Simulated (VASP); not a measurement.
The system is KAl3.

```
CELL_PARAMETERS angstrom
4.30701 0.00000 0.00000
0.00000 4.30701 0.00000
0.00000 0.00000 4.30701
ATOMIC_POSITIONS crystal
K 0.00000 0.00000 0.00000
Al 0.00000 0.50000 0.50000
Al 0.50000 0.00000 0.50000
Al 0.50000 0.50000 0.00000
```

```yaml
Program: VASP 6.6.1
Task: relaxation of cell and atoms
Functional: PBE
Potentials_or_basis: VASP PAW PBE potentials, release 64 (K_sv, Al)
Cutoff: 600 eV
k_mesh: 4 × 4 × 4
Occupations: gaussian, width 0.1 eV
Spin: no spin polarisation
```

At the start: pressure 6.6 GPa; volume 19.97 Å³/atom.

Problem. Where does the relaxation end?

Solution. Over 4 steps the energy falls by 60.7 meV/atom and the volume is 23.34 Å³/atom (+16.8 %); space group Pm-3m (No. 221, to 0.05 Å).

The path:
```tsv
step	energy change (eV)	largest force (eV/Å)	pressure (GPa)	volume (Å³)
1	0.0000	0.0000	6.60	79.90
2	-0.2284	0.0000	1.42	89.80
3	-0.2299	0.0000	-1.16	96.56
4	-0.2427	0.0000	-0.07	93.36
```

Final structure:
```yaml
crystal:
  lattice:
    - [4.53642, 0.00000, 0.00000]
    - [0.00000, 4.53642, 0.00000]
    - [0.00000, 0.00000, 4.53642]
  atoms:
    - { symbol: K, position: [0.00000, 0.00000, 0.00000] }
    - { symbol: Al, position: [0.00000, 0.50000, 0.50000] }
    - { symbol: Al, position: [0.50000, 0.00000, 0.50000] }
    - { symbol: Al, position: [0.50000, 0.50000, 0.00000] }
```

Caveat: the k points lie up to 0.35 Å⁻¹ apart in the final cell; the volume moved by over 15 % at a fixed basis, so the end points are rough.
